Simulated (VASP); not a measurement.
GaP:

```
Ga P
1.0
     0.00000    2.69815    2.69815
     2.69815    0.00000    2.69815
     2.69815    2.69815    0.00000
Ga P
1 1
Cartesian
  0.0000 0.0000 0.0000
  1.3491 1.3491 1.3491
```

This cell differs from its parent crystal: strain -1.0%.

Base run:

| Quantity | Value |
| --- | --- |
| Program | VASP 6.6.1 |
| Functional | r2SCAN |
| Potentials or basis | VASP PAW PBE potentials, release 64 (Ga_d, P) |
| Cutoff | 520 eV |
| k mesh | 8 × 8 × 8 |
| Occupations | gaussian, width 0.01 eV |
| Spin | no spin polarisation |

Its results: band gap on the k mesh 1.85 eV (least direct gap 2.61 eV); pressure 2.8 GPa.

Task: The run is repeated on the same cell with these changes: functional from r2SCAN to HSE06; k mesh from 8 × 8 × 8 to 6 × 6 × 6. What comes out?

Result: Band gap on the k mesh 2.23 eV (least direct gap 3.07 eV); pressure 3.4 GPa.

Several settings changed at once.

Caveats: the PAW data sets were made with another functional, which shifts forces and pressure a little; the cell stands under pressure (at least some runs).

A k mesh can miss the band edges.
